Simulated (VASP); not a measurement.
Set up this calculation in VASP 6.6.1, as the native input.

* Task: single point
* Functional: PBEsol
* Potentials or basis: VASP PAW PBE potentials, release 64 (Zn, Re_sv_GW)
* Cutoff: 500 eV
* k mesh: 16 × 16 × 9
* Occupations: fermi-dirac, width 0.08 eV
* Spin: no spin polarisation
* Dipole correction: no
* Further INCAR settings: ALGO = Normal; EDIFF = 1e-06; NBANDS = 20

The structure of ZnRe lies in POSCAR:

```
ZnRe
1.0
    2.7482183437      0.0000000000      0.0000000000
   -1.3741091718      2.3800269008      0.0000000000
    0.0000000000      0.0000000000      4.4940660000
Zn Re
1 1
Direct
    0.0000000000      0.0000000000      0.0000000000
    0.3333333333      0.6666666667      0.5000000000
```

These files were run (other wordings do the same):

INCAR

```
PREC = Accurate ; ENCUT = 500
EDIFF = 1E-6 ; ISMEAR = -1
SIGMA = 0.08 ; LREAL = False
LASPH = True ; NELM = 120
ALGO = Normal ; ISIF = 2
LWAVE = False ; LCHARG = False
GGA = PS ; NBANDS = 20
GGA_COMPAT = False
```

KPOINTS

```
regular mesh
0
Gamma
  16 16 9
```

Potentials or basis: VASP PAW PBE potentials, release 64 (Zn, Re_sv_GW).

The run is started by

```console
$ cat potpaw_PBE.64/Zn/POTCAR potpaw_PBE.64/Re_sv_GW/POTCAR > POTCAR
$ mpirun -np 1 vasp_std > vasp.out
```

Results of the run:

```
Pressure               : -10.1 GPa
Band gap on the k mesh : zero (an odd number of electrons rules out a gap without spin polarisation)
```

Caveat: the cell stands under tension; the PAW data sets were made with another functional, which shifts forces and pressure a little; spin-orbit coupling is left out, which moves the levels of the heavy elements.

Wall time 100 s on 1 thread of Intel(R) Xeon(R) Platinum 8375C CPU @ 2.90GHz (Ice Lake) (shared host), peak memory 0.21 GiB.
